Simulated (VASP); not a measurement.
# CdF2 (Fm-3m) in VASP: notebook

Runs on CdF2. Level: PBEsol. Tasks: single point.

Program: VASP 6.6.1. These are calculated values, not measurements. Logs are shortened: lines on timing, memory, paths and dates and some standing lists are left out, and cuts for length are marked.

## (1) The cell of the first run

Symmetry: Fm-3m, No. 225, cubic system. Conventional cell: a = 5.284 Å, b = 5.284 Å, c = 5.284 Å, α = 90.00°, β = 90.00°, γ = 90.00°. Cd (site symmetry m-3m) has 8 F at 2.29 Å within 3.0 Å. Within 3.0 Å of F (site symmetry -43m) lie 4 Cd at 2.29 Å and 6 F at 2.64 Å.

## (2) Single point, PBEsol

INCAR

```
  PREC = Accurate
  ENCUT = 700
  EDIFF = 1E-6
  ISMEAR = 0
  SIGMA = 0.01
  LREAL = F
  LASPH = T
  NELM = 120
  ALGO = Normal
  ISIF = 2
  LWAVE = F
  LCHARG = T
  GGA = PS
  LELF = T
  LVHAR = T
  NBANDS = 24
  GGA_COMPAT = F
```

KPOINTS

```
Automatic mesh
0
Gamma
  8 8 8
```

POSCAR

```
CdF2
1.0
    2.6418644738      2.6418644738      0.0000000000
   -2.6418644738      2.6418644738      0.0000000000
    0.0000000000      2.6418644738      2.6418644738
Cd F
1 2
Direct
    0.0000000000      0.0000000000      0.0000000000
    0.2500000000      0.7500000000      0.5000000000
    0.7500000000      0.2500000000      0.5000000000
```

Potentials or basis: VASP PAW PBE potentials, release 64 (Cd_sv_GW, F).

Launch:

```bash
$ cat potpaw_PBE.64/Cd_sv_GW/POTCAR potpaw_PBE.64/F/POTCAR > POTCAR
$ mpirun -np 1 vasp_std > vasp.out
```

OUTCAR:

```text
PREC = Accurate
   ENCUT = 700
   EDIFF = 1E-6
   ISMEAR = 0
   LREAL = F
   LASPH = T
   NELM = 120
   ISIF = 2
   GGA = PS

 ion  position               nearest neighbor table
   1  0.000  0.000  0.000-
   2  0.250  0.750  0.500-
   3  0.750  0.250  0.500-

  LATTYP: Found a face centered cubic cell.
 ALAT       =     5.2837289476

  Lattice vectors:

 A1 = (   0.0000000000,   2.6418644738,   2.6418644738)
 A2 = (   2.6418644738,   0.0000000000,   2.6418644738)
 A3 = (   2.6418644738,   2.6418644738,   0.0000000000)

Analysis of symmetry for initial positions (statically):
=====================================================================
 Subroutine PRICEL returns:
 Original cell was already a primitive cell.

 Routine SETGRP: Setting up the symmetry group for a
 face centered cubic supercell.

 Subroutine GETGRP returns: Found 48 space group operations
 (whereof 48 operations were pure point group operations)
 out of a pool of 48 trial point group operations.

The static configuration has the point symmetry O_h .

Analysis of symmetry for dynamics (positions and initial velocities):
=====================================================================
 Subroutine PRICEL returns:
 Original cell was already a primitive cell.

 Routine SETGRP: Setting up the symmetry group for a
 face centered cubic supercell.

 Subroutine GETGRP returns: Found 48 space group operations
 (whereof 48 operations were pure point group operations)
 out of a pool of 48 trial point group operations.

The dynamic configuration has the point symmetry O_h .

 Subroutine INISYM returns: Found 48 space group operations
 (whereof 48 operations are pure point group operations),
 and found     1 'primitive' translations

----------------------------------------------------------------------------------------

                                     Primitive cell

  volume of cell :      36.8775

  direct lattice vectors                    reciprocal lattice vectors
     2.641864474  2.641864474  0.000000000     0.189260276  0.189260276 -0.189260276
    -2.641864474  2.641864474  0.000000000    -0.189260276  0.189260276 -0.189260276
     0.000000000  2.641864474  2.641864474     0.000000000  0.000000000  0.378520552
[... 74 lines left out ...]
   NGX,Y,Z   is equivalent  to a cutoff of  14.24, 14.24, 14.24 a.u.
   NGXF,Y,Z  is equivalent  to a cutoff of  28.48, 28.48, 28.48 a.u.
 SYSTEM =  unknown system
   PREC   = accura    normal or accurate (medium, high low for compatibility)
   ISTART =      0    job   : 0-new  1-cont  2-samecut
   ICHARG =      2    charge: 1-file 2-atom 10-const
   ISPIN  =      1    spin polarized calculation?
   LNONCOLLINEAR =      F non collinear calculations
   LSORBIT =      F    spin-orbit coupling
   LASPH  =      T    aspherical Exc in radial PAW
   ENCUT  =  700.0 eV  51.45 Ry    7.17 a.u.   8.06  8.06  8.06*2*pi/ulx,y,z
   NELM   =    120;   NELMIN=  2; NELMDL= -5     # of ELM steps
   EDIFF  = 0.1E-05   stopping-criterion for ELM
   LREAL  =      F    real-space projection
   EDIFFG = 0.1E-04   stopping-criterion for IOM
   NSW    =      0    number of steps for IOM
   IBRION =     -1    ionic relax: 0-MD 1-quasi-New 2-CG
   NFREE  =      0    steps in history (QN), initial steepest desc. (CG)
   ISIF   =      2    stress and relaxation
   ISYM   =      2    0-nonsym 1-usesym 2-fastsym
   POTIM  = 0.5000    time-step for ionic-motion
   TEBEG  =    0.0;   TEEND  =   0.0 temperature during run
   PSTRESS=    0.0 pullay stress
   NELECT =      34.0000    total number of electrons
   NUPDOWN=      -1.0000    fix difference up-down
   EMIN   =  10.00;   EMAX   =-10.00  energy-range for DOS
   EFERMI =   0.00;   METHOD = LEGACY
   ISMEAR =     0;   SIGMA  =   0.01  broadening in eV -4-tet -1-fermi 0-gaus
   EFERMI_NEDOS =   21; number of points for ismear=-14 and -15
   IALGO  =     38    algorithm
   IMIX   =      4    mixing-type and parameters
     AMIX     =   0.40;   BMIX     =  1.00
     AMIX_MAG =   1.60;   BMIX_MAG =  1.00
  volume/ion in A,a.u.               =      12.29        82.95
  Fermi-wavevector in a.u.,A,eV,Ry     =   1.593360  3.011014 34.542422  2.538796
  Thomas-Fermi vector in A             =   2.691602
   LORBIT       =      0    0 simple, 1 ext, 2 COOP (PROOUT), +10 PAW based schemes
   GGA     = PS    functional components
   LHFCALC =     F    Hartree Fock is set to
   AEXX    =    0.0000 exact exchange contribution
   IVDW    =     0    specifies the selected vdW correction
   LEPSILON=     F    determine dielectric tensor
   LRPA    =     F    only Hartree local field effects (RPA)
 non-spin polarized calculation
 Gauss-broadening in eV      SIGMA  =   0.01
  energy-cutoff  :      700.00
  volume of cell :       36.88
 maximum number of plane-waves:      1572
   NGX = 17   NGY = 17   NGZ = 17

 number of electron      33.9999994 magnetization

 Free energy of the ion-electron system (eV)
  ---------------------------------------------------
  ext. energy  EPLUGINS =         0.00000000
  ---------------------------------------------------
  free energy    TOTEN  =       -11.67366397 eV

  energy without entropy =      -11.67366397  energy(sigma->0) =      -11.67366397

 E-fermi :   1.3737     XC(G=0): -11.1977

 val. band max:        1.0916308763   @ k =   0.5000   0.5000   0.2500
 cond. band min:       4.2179808083   @ k =   0.0000   0.0000   0.0000
 fundamental gap:      3.1263499320
 Fermi energy:         1.3737348061

 k-point     1 :       0.0000    0.0000    0.0000
  band No.  band energies     occupation
      1     -97.1021      2.00000
      2     -58.2334      2.00000
      3     -58.2334      2.00000
      4     -58.2334      2.00000
      5     -19.9717      2.00000
      6     -18.6644      2.00000
[... 637 lines left out ...]
     23      19.9873      0.00000
     24      23.2366      0.00000

 [... further k-points ...]
[... 5 lines left out ...]
  --------------------------------------------------------------------------------------
  -------------------------------------------------------------------------------------
  Total        1.5280379      1.5280379      1.5280379      0.0000000      0.0000000     -0.0000000
  in kB       66.3870111     66.3870111     66.3870111      0.0000000      0.0000000     -0.0000000
  external PRESSURE =      66.3870111 kB  Pullay stress =       0.0000000 kB

 VOLUME and BASIS-vectors are now :
 -----------------------------------------------------------------------------
  energy-cutoff  :      700.00
  volume of cell :       36.88
      direct lattice vectors                 reciprocal lattice vectors
     2.641864474  2.641864474  0.000000000     0.189260276  0.189260276 -0.189260276
    -2.641864474  2.641864474  0.000000000    -0.189260276  0.189260276 -0.189260276
     0.000000000  2.641864474  2.641864474     0.000000000  0.000000000  0.378520552

 POSITION                                       TOTAL-FORCE (eV/Angst)
 -----------------------------------------------------------------------------------
      0.00000      0.00000      0.00000        -0.000000      0.000000      0.000000
     -1.32093      3.96280      1.32093         0.000000     -0.000000      0.000000
      1.32093      3.96280      1.32093        -0.000000      0.000000     -0.000000
 -----------------------------------------------------------------------------------
    total drift:                               -0.000000     -0.000000     -0.000000

  FREE ENERGIE OF THE ION-ELECTRON SYSTEM (eV)
  ---------------------------------------------------
  free  energy   TOTEN  =       -11.6736639659 eV

  energy  without entropy=      -11.6736639659  energy(sigma->0) =      -11.67366397
```

stdout:

```text
POSCAR found type information on POSCAR CdF
 POSCAR found :  2 types and       3 ions
 scaLAPACK will be used
 -----------------------------------------------------------------------------
|                                                                             |
|                                                                             |
|     You enforced a specific xc type in the INCAR file but a different       |
|     I HOPE YOU KNOW WHAT YOU ARE DOING!                                     |
|                                                                             |
 -----------------------------------------------------------------------------

 LDA part: xc-table for (Slater+PW92), standard interpolation
 POSCAR, INCAR and KPOINTS ok, starting setup
 FFT: planning ... GRIDC
 FFT: planning ... GRID_SOFT
 FFT: planning ... GRID
 WAVECAR not read
 entering main loop
```

Wall time 30 s (1 thread of Intel Xeon Platinum 8559C (Emerald Rapids), shared host); peak memory 0.2 GiB.

What came out:

| Quantity | Value |
| --- | --- |
| Free energy | -11.6737 eV |
| Pressure | 6.6 GPa |
| Band gap on the k mesh | 3.13 eV (least direct gap 3.54 eV) |

Caveat: the cell stands under pressure; the PAW data sets were made with another functional, which shifts forces and pressure a little.

## (3) Single point, PBEsol

This run uses another cell than the first one, of 13.26 Å³/atom.

INCAR

```
  PREC = Accurate
  ENCUT = 700
  EDIFF = 1E-6
  ISMEAR = 0
  SIGMA = 0.01
  LREAL = False
  LASPH = True
  NELM = 120
  ALGO = Normal
  ISIF = 2
  LWAVE = False
  LCHARG = False
  GGA = PS
  NBANDS = 24
  GGA_COMPAT = False
```

KPOINTS is that of step 2.

POSCAR

```
CdF2
1.0
    2.7092473824      2.7092473824      0.0000000000
   -2.7092473824      2.7092473824      0.0000000000
    0.0000000000      2.7092473824      2.7092473824
Cd F
1 2
Direct
    0.0000000000      0.0000000000      0.0000000000
    0.2500000000      0.7500000000      0.5000000000
    0.7500000000      0.2500000000      0.5000000000
```

Potentials or basis: VASP PAW PBE potentials, release 64 (Cd_sv_GW, F).

Launch:

```bash
$ cat potpaw_PBE.64/Cd_sv_GW/POTCAR potpaw_PBE.64/F/POTCAR > POTCAR
$ mpirun -np 1 vasp_std > vasp.out
```

It took 36 s on 1 thread of AMD EPYC 9R45 (Zen 5), shared host; peak memory 0.2 GiB.

Results (log left out):

- Free energy: -11.7149 eV
- Pressure: -2.4 GPa
- Band gap on the k mesh: 2.87 eV (least direct gap 3.38 eV)

Levels at points of the mesh, in eV from the valence-band top:
| k point | band 15 | band 16 | band 17 | band 18 | band 19 | band 20 |
| --- | --- | --- | --- | --- | --- | --- |
| (0.00, 0.00, 0.00) | -0.51 | -0.51 | -0.51 | 2.87 | 12.43 | 12.43 |
| (0.50, 0.00, 0.00) | -1.82 | -0.40 | -0.40 | 6.95 | 8.91 | 14.18 |
| (0.50, 0.50, 0.00) | -0.49 | -0.09 | -0.09 | 7.76 | 9.40 | 11.67 |

Caveat: the PAW data sets were made with another functional, which shifts forces and pressure a little. A k mesh can miss the band edges.

## (4) Single point, PBEsol

This run uses another cell than the first one, of 12.57 Å³/atom.

INCAR

```
SYSTEM = CdF2
  PREC = Accurate
  ENCUT = 700
  EDIFF = 1E-6
  ISMEAR = 0
  SIGMA = 0.01
  LREAL = .FALSE.
  LASPH = .TRUE.
  NELM = 120
  ALGO = Normal
  ISIF = 2
  LWAVE = .FALSE.
  LCHARG = .FALSE.
  GGA = PS
  NBANDS = 24
  GGA_COMPAT = .FALSE.
```

KPOINTS

```
Automatic mesh
0
G
  8 8 8
  0 0 0
```

POSCAR

```
CdF2
1.0
    2.6616624146      2.6616624146      0.0000000000
   -2.6616624146      2.6616624146      0.0000000000
    0.0000000000      2.6616624146      2.6616624146
Cd F
1 2
Direct
    0.0000000000      0.0000000000      0.0000000000
    0.2500000000      0.7500000000      0.5000000000
    0.7500000000      0.2500000000      0.5000000000
```

Potentials or basis: VASP PAW PBE potentials, release 64 (Cd_sv_GW, F).

Launch:

```bash
$ cat potpaw_PBE.64/Cd_sv_GW/POTCAR potpaw_PBE.64/F/POTCAR > POTCAR
$ mpirun -np 1 vasp_std > vasp.out
```

OUTCAR:

```text
SYSTEM = CdF2
   PREC = Accurate
   ENCUT = 700
   EDIFF = 1E-6
   ISMEAR = 0
   LREAL = .FALSE.
   LASPH = .TRUE.
   NELM = 120
   ISIF = 2
   GGA = PS

 ion  position               nearest neighbor table
   1  0.000  0.000  0.000-
   2  0.250  0.750  0.500-
   3  0.750  0.250  0.500-

  LATTYP: Found a face centered cubic cell.
 ALAT       =     5.3233248292

  Lattice vectors:

 A1 = (   0.0000000000,   2.6616624146,   2.6616624146)
 A2 = (   2.6616624146,   0.0000000000,   2.6616624146)
 A3 = (   2.6616624146,   2.6616624146,   0.0000000000)

Analysis of symmetry for initial positions (statically):
=====================================================================
 Subroutine PRICEL returns:
 Original cell was already a primitive cell.

 Routine SETGRP: Setting up the symmetry group for a
 face centered cubic supercell.

 Subroutine GETGRP returns: Found 48 space group operations
 (whereof 48 operations were pure point group operations)
 out of a pool of 48 trial point group operations.

The static configuration has the point symmetry O_h .

Analysis of symmetry for dynamics (positions and initial velocities):
=====================================================================
 Subroutine PRICEL returns:
 Original cell was already a primitive cell.

 Routine SETGRP: Setting up the symmetry group for a
 face centered cubic supercell.

 Subroutine GETGRP returns: Found 48 space group operations
 (whereof 48 operations were pure point group operations)
 out of a pool of 48 trial point group operations.

The dynamic configuration has the point symmetry O_h .

 Subroutine INISYM returns: Found 48 space group operations
 (whereof 48 operations are pure point group operations),
 and found     1 'primitive' translations

[... 104 lines left out ...]
   POTIM  = 0.5000    time-step for ionic-motion
   TEBEG  =    0.0;   TEEND  =   0.0 temperature during run
   PSTRESS=    0.0 pullay stress
   NELECT =      34.0000    total number of electrons
   NUPDOWN=      -1.0000    fix difference up-down
   EMIN   =  10.00;   EMAX   =-10.00  energy-range for DOS
   EFERMI =   0.00;   METHOD = LEGACY
   ISMEAR =     0;   SIGMA  =   0.01  broadening in eV -4-tet -1-fermi 0-gaus
   EFERMI_NEDOS =   21; number of points for ismear=-14 and -15
   IALGO  =     38    algorithm
   IMIX   =      4    mixing-type and parameters
     AMIX     =   0.40;   BMIX     =  1.00
     AMIX_MAG =   1.60;   BMIX_MAG =  1.00
  volume/ion in A,a.u.               =      12.57        84.83
  Fermi-wavevector in a.u.,A,eV,Ry     =   1.581508  2.988618 34.030467  2.501169
  Thomas-Fermi vector in A             =   2.681573
   LORBIT       =      0    0 simple, 1 ext, 2 COOP (PROOUT), +10 PAW based schemes
   GGA     = PS    functional components
   LHFCALC =     F    Hartree Fock is set to
   AEXX    =    0.0000 exact exchange contribution
   IVDW    =     0    specifies the selected vdW correction
   LEPSILON=     F    determine dielectric tensor
   LRPA    =     F    only Hartree local field effects (RPA)
 non-spin polarized calculation
 Gauss-broadening in eV      SIGMA  =   0.01
  energy-cutoff  :      700.00
  volume of cell :       37.71
 maximum number of plane-waves:      1604
   NGX = 17   NGY = 17   NGZ = 17

 number of electron      33.9999993 magnetization

 Free energy of the ion-electron system (eV)
  ---------------------------------------------------
  ext. energy  EPLUGINS =         0.00000000
  ---------------------------------------------------
  free energy    TOTEN  =       -11.70268854 eV

  energy without entropy =      -11.70268854  energy(sigma->0) =      -11.70268854

 E-fermi :   0.9747     XC(G=0): -11.0667

 val. band max:        0.8629633500   @ k =   0.5000   0.5000   0.2500
 cond. band min:       3.9118330945   @ k =   0.0000   0.0000   0.0000
 fundamental gap:      3.0488697444
 Fermi energy:         0.9747139429

 k-point     1 :       0.0000    0.0000    0.0000
  band No.  band energies     occupation
      1     -97.3653      2.00000
      2     -58.4937      2.00000
      3     -58.4937      2.00000
      4     -58.4937      2.00000
      5     -20.0599      2.00000
      6     -18.8229      2.00000
[... 637 lines left out ...]
     23      19.6042      0.00000
     24      22.8168      0.00000

 [... further k-points ...]
[... 5 lines left out ...]
  --------------------------------------------------------------------------------------
  -------------------------------------------------------------------------------------
  Total        0.8551187      0.8551187      0.8551187      0.0000000     -0.0000000      0.0000000
  in kB       36.3285521     36.3285521     36.3285521      0.0000000     -0.0000000      0.0000000
  external PRESSURE =      36.3285521 kB  Pullay stress =       0.0000000 kB

 VOLUME and BASIS-vectors are now :
 -----------------------------------------------------------------------------
  energy-cutoff  :      700.00
  volume of cell :       37.71
      direct lattice vectors                 reciprocal lattice vectors
     2.661662415  2.661662415  0.000000000     0.187852523  0.187852523 -0.187852523
    -2.661662415  2.661662415  0.000000000    -0.187852523  0.187852523 -0.187852523
     0.000000000  2.661662415  2.661662415     0.000000000  0.000000000  0.375705046

 POSITION                                       TOTAL-FORCE (eV/Angst)
 -----------------------------------------------------------------------------------
      0.00000      0.00000      0.00000         0.000000     -0.000000      0.000000
     -1.33083      3.99249      1.33083         0.000000     -0.000000     -0.000000
      1.33083      3.99249      1.33083        -0.000000      0.000000      0.000000
 -----------------------------------------------------------------------------------
    total drift:                               -0.000000     -0.000000     -0.000000

  FREE ENERGIE OF THE ION-ELECTRON SYSTEM (eV)
  ---------------------------------------------------
  free  energy   TOTEN  =       -11.7026885412 eV

  energy  without entropy=      -11.7026885412  energy(sigma->0) =      -11.70268854
```

stdout:

```text
POSCAR found type information on POSCAR CdF
 POSCAR found :  2 types and       3 ions
 scaLAPACK will be used
 -----------------------------------------------------------------------------
|                                                                             |
|                                                                             |
|     You enforced a specific xc type in the INCAR file but a different       |
|     I HOPE YOU KNOW WHAT YOU ARE DOING!                                     |
|                                                                             |
 -----------------------------------------------------------------------------

 LDA part: xc-table for (Slater+PW92), standard interpolation
 POSCAR, INCAR and KPOINTS ok, starting setup
 FFT: planning ... GRIDC
 FFT: planning ... GRID_SOFT
 FFT: planning ... GRID
 WAVECAR not read
 entering main loop
```

It took 25 s on 1 thread of Intel Xeon Platinum 8375C at 2.90GHz (Ice Lake), shared host; peak memory 0.2 GiB.

Results:

```
Free energy            : -11.7027 eV
Pressure               : 3.6 GPa
Band gap on the k mesh : 3.05 eV (least direct gap 3.49 eV)
```

Levels at points of the mesh, in eV from the valence-band top:
| k point | band 15 | band 16 | band 17 | band 18 | band 19 | band 20 |
| --- | --- | --- | --- | --- | --- | --- |
| (0.00, 0.00, 0.00) | -0.44 | -0.44 | -0.44 | 3.05 | 12.67 | 12.67 |
| (0.50, 0.00, 0.00) | -2.02 | -0.37 | -0.37 | 7.35 | 9.07 | 14.64 |
| (0.50, 0.50, 0.00) | -0.60 | -0.10 | -0.10 | 8.19 | 9.68 | 11.77 |

Caveat: the cell stands under pressure; the PAW data sets were made with another functional, which shifts forces and pressure a little.

## (5) The runs side by side

```csv
cell,gap on the mesh (eV),pressure (GPa)
"a = 3.736 Å, angles 60.0, 60.0, 90.0°, 3 atoms",3.13,6.6
"a = 3.831 Å, angles 60.0, 60.0, 90.0°, 3 atoms",2.87,-2.4
"a = 3.764 Å, angles 60.0, 60.0, 90.0°, 3 atoms",3.05,3.6
```

Alike in all rows: task single point; level PBEsol; potentials or basis VASP PAW PBE potentials, release 64 (Cd_sv_GW, F); no spin polarisation; k mesh 8 × 8 × 8; cutoff (eV) 700; smearing gaussian 0.01 eV.

Caveats: the PAW data sets were made with another functional, which shifts forces and pressure a little; the cell stands under pressure (at least some runs).

Total energies depend on the potentials used, so only differences within one code and one set of settings carry meaning.
